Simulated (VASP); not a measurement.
# Ru (Pm-3m) in VASP: notebook

The runs below take Ru through single point, with PBE.

Program: VASP 6.6.1. These are calculated values, not measurements. Logs are shortened: lines on timing, memory, paths and dates and some standing lists are left out, and cuts for length are marked.

### Step 1. The cell of the first run

Symmetry: Pm-3m, No. 221, cubic system. The conventional cell has a = 2.425 Å, b = 2.425 Å, c = 2.425 Å, α = 90.00°, β = 90.00°, γ = 90.00°. Within 3.2 Å of Ru (site symmetry m-3m) lie 6 Ru at 2.43 Å.

### Step 2. Single point, PBE

The input, INCAR:

```
ALGO = Normal
EDIFF = 1E-6
ENCUT = 520
GGA = PE
ISIF = 2
ISMEAR = -1
LASPH = T
LCHARG = F
LREAL = F
LWAVE = F
NBANDS = 13
NELM = 60
PREC = Accurate
SIGMA = 0.1
```

The input, KPOINTS:

```
k-points
0
Gamma
  15 15 15
```

The input, POSCAR:

```
Ru
1.0
    2.4254235684      0.0000000000      0.0000000000
    0.0000000000      2.4254235684      0.0000000000
    0.0000000000      0.0000000000      2.4254235684
Ru
1
Direct
    0.0000000000      0.0000000000      0.0000000000
```

Potentials or basis: VASP PAW PBE potentials, release 64 (Ru_pv).

Launch:

```console
> cat potpaw_PBE.64/Ru_pv/POTCAR > POTCAR
> mpirun -np 1 vasp_std > vasp.out
```

OUTCAR:

```text
EDIFF = 1E-6
   ENCUT = 520
   GGA = PE
   ISIF = 2
   ISMEAR = -1
   LASPH = T
   LREAL = F
   NELM = 60
   PREC = Accurate

 ion  position               nearest neighbor table
   1  0.000  0.000  0.000-

  LATTYP: Found a simple cubic cell.
 ALAT       =     2.4254235684

  Lattice vectors:

 A1 = (   2.4254235684,   0.0000000000,   0.0000000000)
 A2 = (   0.0000000000,   2.4254235684,   0.0000000000)
 A3 = (   0.0000000000,   0.0000000000,   2.4254235684)

Analysis of symmetry for initial positions (statically):
=====================================================================
 Subroutine PRICEL returns:
 Original cell was already a primitive cell.

 Routine SETGRP: Setting up the symmetry group for a
 simple cubic supercell.

 Subroutine GETGRP returns: Found 48 space group operations
 (whereof 48 operations were pure point group operations)
 out of a pool of 48 trial point group operations.

The static configuration has the point symmetry O_h .

Analysis of symmetry for dynamics (positions and initial velocities):
=====================================================================
 Subroutine PRICEL returns:
 Original cell was already a primitive cell.

 Routine SETGRP: Setting up the symmetry group for a
 simple cubic supercell.

 Subroutine GETGRP returns: Found 48 space group operations
 (whereof 48 operations were pure point group operations)
 out of a pool of 48 trial point group operations.

The dynamic configuration has the point symmetry O_h .

 Subroutine INISYM returns: Found 48 space group operations
 (whereof 48 operations are pure point group operations),
 and found     1 'primitive' translations

----------------------------------------------------------------------------------------

                                     Primitive cell

  volume of cell :      14.2680

  direct lattice vectors                    reciprocal lattice vectors
     2.425423568  0.000000000  0.000000000     0.412299119  0.000000000  0.000000000
     0.000000000  2.425423568  0.000000000     0.000000000  0.412299119  0.000000000
     0.000000000  0.000000000  2.425423568     0.000000000  0.000000000  0.412299119

  length of vectors
     2.425423568  2.425423568  2.425423568     0.412299119  0.412299119  0.412299119

  position of ions in fractional coordinates (direct lattice)
     0.000000000  0.000000000  0.000000000

  ion indices of the primitive-cell ions
   primitive index   ion index
                 1           1
[... 73 lines left out ...]
   LREAL  =      F    real-space projection
   EDIFFG = 0.1E-04   stopping-criterion for IOM
   NSW    =      0    number of steps for IOM
   IBRION =     -1    ionic relax: 0-MD 1-quasi-New 2-CG
   NFREE  =      0    steps in history (QN), initial steepest desc. (CG)
   ISIF   =      2    stress and relaxation
   ISYM   =      2    0-nonsym 1-usesym 2-fastsym
   POTIM  = 0.5000    time-step for ionic-motion
   TEBEG  =    0.0;   TEEND  =   0.0 temperature during run
   PSTRESS=    0.0 pullay stress
   NELECT =      14.0000    total number of electrons
   NUPDOWN=      -1.0000    fix difference up-down
   EMIN   =  10.00;   EMAX   =-10.00  energy-range for DOS
   EFERMI =   0.00;   METHOD = LEGACY
   ISMEAR =    -1;   SIGMA  =   0.10  broadening in eV -4-tet -1-fermi 0-gaus
   EFERMI_NEDOS =   21; number of points for ismear=-14 and -15
   IALGO  =     38    algorithm
   IMIX   =      4    mixing-type and parameters
     AMIX     =   0.40;   BMIX     =  1.00
     AMIX_MAG =   1.60;   BMIX_MAG =  1.00
  volume/ion in A,a.u.               =      14.27        96.29
  Fermi-wavevector in a.u.,A,eV,Ry     =   1.626784  3.074176 36.006818  2.646426
  Thomas-Fermi vector in A             =   2.719687
   LORBIT       =      0    0 simple, 1 ext, 2 COOP (PROOUT), +10 PAW based schemes
   GGA     = PE    functional components
   LHFCALC =     F    Hartree Fock is set to
   AEXX    =    0.0000 exact exchange contribution
   IVDW    =     0    specifies the selected vdW correction
   LEPSILON=     F    determine dielectric tensor
   LRPA    =     F    only Hartree local field effects (RPA)
 non-spin polarized calculation
  energy-cutoff  :      520.00
  volume of cell :       14.27
 maximum number of plane-waves:       397
 NGX is ok and might be reduce to    18

 number of electron      14.0000013 magnetization

 Free energy of the ion-electron system (eV)
  ---------------------------------------------------
  ext. energy  EPLUGINS =         0.00000000
  ---------------------------------------------------
  free energy    TOTEN  =        -7.99277385 eV

  energy without entropy =       -7.95102942  energy(sigma->0) =       -7.97190163

 E-fermi :  12.2660     XC(G=0): -13.6428

 val. band max:       12.2519475253   @ k =   0.4000   0.2667   0.2000
 cond. band min:      12.2839346406   @ k =   0.2000   0.1333   0.1333
 fundamental gap:      0.0319871154
 Fermi energy:        12.2659931213

 k-point     1 :       0.0000    0.0000    0.0000
  band No.  band energies     occupation
      1     -30.1937      2.00000
      2     -30.1937      2.00000
      3     -30.1937      2.00000
      4       4.5122      2.00000
      5       6.1327      2.00000
      6       6.1327      2.00000
      7      14.1681      0.00000
      8      14.1681      0.00000
      9      14.1681      0.00000
     10      23.0948      0.00000
     11      29.7049      0.00000
     12      29.7049      0.00000
     13      29.7049      0.00000
[... 354 lines left out ...]
  band No.  band energies     occupation
      1     -31.2276      2.00000
      2     -30.5950      2.00000
      3     -30.0521      2.00000
      4       7.0256      2.00000
      5       7.8830      2.00000
      6       9.4680      2.00000
      7      11.9083      1.94560
      8      12.6062      0.06446
      9      13.2769      0.00008
     10      22.9154      0.00000
     11      23.1012      0.00000
     12      28.7068      0.00000
     13      31.9332      0.00000

 [... further k-points ...]
[... 5 lines left out ...]
  --------------------------------------------------------------------------------------
  -------------------------------------------------------------------------------------
  Total        2.6713858      2.6713858      2.6713858      0.0000000      0.0000000     -0.0000000
  in kB      299.9745543    299.9745543    299.9745543      0.0000000      0.0000000     -0.0000000
  external PRESSURE =     299.9745543 kB  Pullay stress =       0.0000000 kB

 VOLUME and BASIS-vectors are now :
 -----------------------------------------------------------------------------
  energy-cutoff  :      520.00
  volume of cell :       14.27
      direct lattice vectors                 reciprocal lattice vectors
     2.425423568  0.000000000  0.000000000     0.412299119  0.000000000  0.000000000
     0.000000000  2.425423568  0.000000000     0.000000000  0.412299119  0.000000000
     0.000000000  0.000000000  2.425423568     0.000000000  0.000000000  0.412299119

 POSITION                                       TOTAL-FORCE (eV/Angst)
 -----------------------------------------------------------------------------------
      0.00000      0.00000      0.00000         0.000000      0.000000      0.000000
 -----------------------------------------------------------------------------------
    total drift:                               -0.000000      0.000000      0.000000

  FREE ENERGIE OF THE ION-ELECTRON SYSTEM (eV)
  ---------------------------------------------------
  free  energy   TOTEN  =        -7.9927738533 eV

  energy  without entropy=       -7.9510294151  energy(sigma->0) =       -7.97190163
```

OSZICAR:

```text
N       E                     dE             d eps       ncg     rms          rms(c)
DAV:   1     0.110360100544E+03    0.11036E+03   -0.84996E+03  3136   0.114E+03
DAV:   2    -0.703458450138E+01   -0.11739E+03   -0.11236E+03  3380   0.325E+02
DAV:   3    -0.832919471999E+01   -0.12946E+01   -0.12904E+01  3625   0.380E+01
DAV:   4    -0.833319600591E+01   -0.40013E-02   -0.40012E-02  3365   0.226E+00
DAV:   5    -0.833322350050E+01   -0.27495E-04   -0.27495E-04  3580   0.172E-01    0.129E+01
DAV:   6    -0.801709307376E+01    0.31613E+00   -0.53564E-01  3160   0.915E+00    0.503E+00
DAV:   7    -0.799481905354E+01    0.22274E-01   -0.41847E-02  3370   0.237E+00    0.161E+00
DAV:   8    -0.799292726947E+01    0.18918E-02   -0.41312E-03  3275   0.822E-01    0.229E-01
DAV:   9    -0.799277999095E+01    0.14728E-03   -0.64045E-05  3390   0.107E-01    0.184E-02
DAV:  10    -0.799277387281E+01    0.61181E-05   -0.39462E-06  3390   0.247E-02    0.271E-03
DAV:  11    -0.799277385330E+01    0.19510E-07   -0.13127E-07  1650   0.480E-03
   1 F= -.79927739E+01 E0= -.79719016E+01  d E =-.417444E-01
```

It took 20 s on 1 thread of Intel Xeon 6975P-C, shared host; peak memory 0.13 GiB.

Results:

| Item | Value |
| --- | --- |
| Free energy | -7.9928 eV |
| Pressure | 30.0 GPa |
| Band gap on the k mesh | zero (band 7 reaches 16.36 eV, above the bottom of band 8 at 11.04 eV) |

Levels at points of the mesh, in eV from the Fermi level:
```
           k point  band 5  band 6  band 7  band 8  band 9  band 10
(0.00, 0.00, 0.00)   -6.13   -6.13    1.90    1.90    1.90    10.83
```

### Step 3. Single point, PBE

The input, INCAR:

```
PREC = Accurate ; ENCUT = 520
EDIFF = 1E-6 ; ISMEAR = -1
SIGMA = 0.1 ; LREAL = False
LASPH = True ; NELM = 80
ALGO = Normal ; ISIF = 2
LWAVE = False ; LCHARG = True
GGA = PE ; LELF = True
LVHAR = True ; NBANDS = 13
```

The input, KPOINTS:

```
Automatic mesh
0
Gamma
  15 15 15
  0.5 0.5 0.5
```

POSCAR is that of step 2.

Potentials or basis: VASP PAW PBE potentials, release 64 (Ru_pv).

Launch:

```console
> cat potpaw_PBE.64/Ru_pv/POTCAR > POTCAR
> mpirun -np 1 vasp_std > vasp.out
```

OUTCAR:

```text
PREC = Accurate
   ENCUT = 520
   EDIFF = 1E-6
   ISMEAR = -1
   LREAL = False
   LASPH = True
   NELM = 80
   ISIF = 2
   GGA = PE

 ion  position               nearest neighbor table
   1  0.000  0.000  0.000-

  LATTYP: Found a simple cubic cell.
 ALAT       =     2.4254235684

  Lattice vectors:

 A1 = (   2.4254235684,   0.0000000000,   0.0000000000)
 A2 = (   0.0000000000,   2.4254235684,   0.0000000000)
[... 551 lines left out ...]
      2     -30.7300      2.00000
      3     -30.0512      2.00000
      4       7.2425      2.00000
      5       7.6744      2.00000
      6      10.0716      2.00000
      7      11.6112      1.99730
      8      12.9554      0.00215
      9      13.6672      0.00000
     10      22.3633      0.00000
     11      23.0864      0.00000
     12      28.5097      0.00000
     13      31.7434      0.00000

 [... further k-points ...]
[... 5 lines left out ...]
  --------------------------------------------------------------------------------------
  -------------------------------------------------------------------------------------
  Total        2.6672620      2.6672620      2.6672620      0.0000000      0.0000000     -0.0000000
  in kB      299.5114827    299.5114827    299.5114827      0.0000000      0.0000000     -0.0000000
  external PRESSURE =     299.5114827 kB  Pullay stress =       0.0000000 kB

 VOLUME and BASIS-vectors are now :
 -----------------------------------------------------------------------------
  energy-cutoff  :      520.00
  volume of cell :       14.27
      direct lattice vectors                 reciprocal lattice vectors
     2.425423568  0.000000000  0.000000000     0.412299119  0.000000000  0.000000000
     0.000000000  2.425423568  0.000000000     0.000000000  0.412299119  0.000000000
     0.000000000  0.000000000  2.425423568     0.000000000  0.000000000  0.412299119

 POSITION                                       TOTAL-FORCE (eV/Angst)
 -----------------------------------------------------------------------------------
      0.00000      0.00000      0.00000         0.000000      0.000000      0.000000
 -----------------------------------------------------------------------------------
    total drift:                                0.000000      0.000000      0.000000

  FREE ENERGIE OF THE ION-ELECTRON SYSTEM (eV)
  ---------------------------------------------------
  free  energy   TOTEN  =        -7.9874661974 eV

  energy  without entropy=       -7.9455124019  energy(sigma->0) =       -7.96648930
```

Wall time 22 s (1 thread of Intel Xeon 6975P-C, shared host); peak memory 0.13 GiB.

Results:

- Free energy: -7.9875 eV
- Pressure: 30.0 GPa
- Band gap on the k mesh: zero (band 7 reaches 16.59 eV, above the bottom of band 8 at 11.09 eV)

### Step 4. Single point, PBE

This run uses another cell than the first one, of 15.85 Å³/atom, 1.111 times its volume.

The input, INCAR:

```
PREC = Accurate ; ENCUT = 520
EDIFF = 1E-7 ; ISMEAR = -1
SIGMA = 0.1 ; LREAL = F
LASPH = T ; NELM = 100
ALGO = Normal ; ISIF = 2
LWAVE = F ; LCHARG = F
GGA = PE ; NBANDS = 13
```

The input, KPOINTS:

```
Automatic mesh
0
Gamma
  15 15 15
```

The input, POSCAR:

```
Ru
1.0
    2.5121183175      0.0000000000      0.0000000000
    0.0000000000      2.5121183175      0.0000000000
    0.0000000000      0.0000000000      2.5121183175
Ru
1
Direct
    0.0000000000      0.0000000000      0.0000000000
```

Potentials or basis: VASP PAW PBE potentials, release 64 (Ru_pv).

Launch:

```console
> cat potpaw_PBE.64/Ru_pv/POTCAR > POTCAR
> mpirun -np 1 vasp_std > vasp.out
```

OUTCAR:

```text
PREC = Accurate
   ENCUT = 520
   EDIFF = 1E-7
   ISMEAR = -1
   LREAL = F
   LASPH = T
   NELM = 100
   ISIF = 2
   GGA = PE

 ion  position               nearest neighbor table
   1  0.000  0.000  0.000-

  LATTYP: Found a simple cubic cell.
 ALAT       =     2.5121183175

  Lattice vectors:

 A1 = (   2.5121183175,   0.0000000000,   0.0000000000)
 A2 = (   0.0000000000,   2.5121183175,   0.0000000000)
 A3 = (   0.0000000000,   0.0000000000,   2.5121183175)

Analysis of symmetry for initial positions (statically):
=====================================================================
 Subroutine PRICEL returns:
 Original cell was already a primitive cell.

 Routine SETGRP: Setting up the symmetry group for a
 simple cubic supercell.

 Subroutine GETGRP returns: Found 48 space group operations
 (whereof 48 operations were pure point group operations)
 out of a pool of 48 trial point group operations.

The static configuration has the point symmetry O_h .

Analysis of symmetry for dynamics (positions and initial velocities):
=====================================================================
 Subroutine PRICEL returns:
[... 159 lines left out ...]
 fundamental gap:      0.0217986089
 Fermi energy:        10.4768803281

 k-point     1 :       0.0000    0.0000    0.0000
  band No.  band energies     occupation
      1     -31.9228      2.00000
      2     -31.9228      2.00000
      3     -31.9228      2.00000
      4       3.3581      2.00000
      5       5.1699      2.00000
      6       5.1699      2.00000
      7      12.0845      0.00000
      8      12.0845      0.00000
      9      12.0845      0.00000
     10      21.4222      0.00000
     11      27.1074      0.00000
     12      27.1074      0.00000
     13      27.1074      0.00000
[... 354 lines left out ...]
  band No.  band energies     occupation
      1     -32.6714      2.00000
      2     -32.2133      2.00000
      3     -31.8223      2.00000
      4       5.8363      2.00000
      5       6.6703      2.00000
      6       8.0206      2.00000
      7      10.1921      1.89043
      8      10.7552      0.11645
      9      11.3427      0.00035
     10      20.3524      0.00000
     11      21.4229      0.00000
     12      25.9846      0.00000
     13      29.5839      0.00000

 [... further k-points ...]
[... 5 lines left out ...]
  --------------------------------------------------------------------------------------
  -------------------------------------------------------------------------------------
  Total        0.0073663      0.0073663      0.0073663      0.0000000     -0.0000000      0.0000000
  in kB        0.7444526      0.7444526      0.7444526      0.0000000     -0.0000000      0.0000000
  external PRESSURE =       0.7444526 kB  Pullay stress =       0.0000000 kB

 VOLUME and BASIS-vectors are now :
 -----------------------------------------------------------------------------
  energy-cutoff  :      520.00
  volume of cell :       15.85
      direct lattice vectors                 reciprocal lattice vectors
     2.512118318  0.000000000  0.000000000     0.398070422  0.000000000  0.000000000
     0.000000000  2.512118318  0.000000000     0.000000000  0.398070422  0.000000000
     0.000000000  0.000000000  2.512118318     0.000000000  0.000000000  0.398070422

 POSITION                                       TOTAL-FORCE (eV/Angst)
 -----------------------------------------------------------------------------------
      0.00000      0.00000      0.00000         0.000000      0.000000      0.000000
 -----------------------------------------------------------------------------------
    total drift:                                0.000000      0.000000      0.000000

  FREE ENERGIE OF THE ION-ELECTRON SYSTEM (eV)
  ---------------------------------------------------
  free  energy   TOTEN  =        -8.1283351543 eV

  energy  without entropy=       -8.0794311909  energy(sigma->0) =       -8.10388317
```

OSZICAR:

```text
N       E                     dE             d eps       ncg     rms          rms(c)
DAV:   1     0.108506246705E+03    0.10851E+03   -0.83532E+03  3141   0.112E+03
DAV:   2    -0.725578700728E+01   -0.11576E+03   -0.11072E+03  3395   0.317E+02
DAV:   3    -0.850922198185E+01   -0.12534E+01   -0.12477E+01  3655   0.372E+01
DAV:   4    -0.851337124503E+01   -0.41493E-02   -0.41492E-02  3360   0.227E+00
DAV:   5    -0.851340138718E+01   -0.30142E-04   -0.30143E-04  3595   0.179E-01    0.985E+00
DAV:   6    -0.814597967996E+01    0.36742E+00   -0.71725E-01  3170   0.102E+01    0.319E+00
DAV:   7    -0.813002511233E+01    0.15955E-01   -0.30848E-02  3395   0.192E+00    0.120E+00
DAV:   8    -0.812851193054E+01    0.15132E-02   -0.33050E-03  3230   0.705E-01    0.185E-01
DAV:   9    -0.812833987049E+01    0.17206E-03   -0.83121E-05  3380   0.119E-01    0.165E-02
DAV:  10    -0.812833504642E+01    0.48241E-05   -0.42046E-06  3435   0.253E-02    0.184E-03
DAV:  11    -0.812833520511E+01   -0.15869E-06   -0.19534E-07  2560   0.576E-03    0.522E-04
DAV:  12    -0.812833515427E+01    0.50844E-07   -0.14039E-08  1620   0.148E-03
   1 F= -.81283352E+01 E0= -.81038832E+01  d E =-.489040E-01
```

Wall time 28 s (1 thread of Intel Xeon 6975P-C, shared host); peak memory 0.14 GiB.

Results:

- Free energy: -8.1283 eV
- Pressure: 0.1 GPa
- Band gap on the k mesh: zero (band 7 reaches 13.95 eV, above the bottom of band 8 at 9.42 eV)

### Step 5. Single point, PBE (volume scaled by 0.6)

The input, INCAR:

```
  PREC = Accurate
  ENCUT = 500
  EDIFF = 1E-6
  ISMEAR = -1
  SIGMA = 0.1
  LREAL = F
  LASPH = T
  NELM = 120
  ALGO = Normal
  ISIF = 2
  LWAVE = F
  LCHARG = F
  GGA = PE
  NBANDS = 13
  GGA_COMPAT = F
```

KPOINTS is that of step 4.

The input, POSCAR:

```
Ru
1.0
    2.1188026481      0.0000000000      0.0000000000
    0.0000000000      2.1188026481      0.0000000000
    0.0000000000      0.0000000000      2.1188026481
Ru
1
Direct
    0.0000000000      0.0000000000      0.0000000000
```

Launch:

```console
> cat potpaw_PBE.64/Ru_pv/POTCAR > POTCAR
> mpirun -np 1 vasp_std > vasp.out
```

Run time: 6.3 s. Hardware: 1 thread of Intel Xeon Platinum 8259CL at 2.50GHz (Skylake/Cascade Lake), shared host; peak memory 0.12 GiB.

Results (log left out):

| Quantity | Value |
| --- | --- |
| Free energy | -3.5601 eV |
| Pressure | 370.9 GPa |
| Band gap on the k mesh | zero (band 7 reaches 27.47 eV, above the bottom of band 8 at 19.08 eV) |

Levels at points of the mesh, in eV from the Fermi level:
| k point | band 5 | band 6 | band 7 | band 8 | band 9 | band 10 |
| --- | --- | --- | --- | --- | --- | --- |
| (0.00, 0.00, 0.00) | -10.46 | -10.07 | 3.49 | 3.49 | 3.49 | 10.49 |

Caveat: the cell differs from its parent crystal (volume scaled by 0.6).

### Step 6. Summary

```tsv
cell	k mesh	cutoff (eV)	gap on the mesh (eV)	pressure (GPa)
a = 2.425 Å, 1 atom	15 × 15 × 15	520	none	30.0
a = 2.425 Å, 1 atom	15 × 15 × 15, shifted	520	none	30.0
a = 2.512 Å, 1 atom	15 × 15 × 15	520	none	0.1
a = 2.119 Å, 1 atom	15 × 15 × 15	500	none	370.9
```

Alike in all rows: task single point; level PBE; potentials or basis VASP PAW PBE potentials, release 64 (Ru_pv); no spin polarisation; smearing fermi-dirac 0.1 eV.

Total energies depend on the potentials used, so only differences within one code and one set of settings carry meaning.
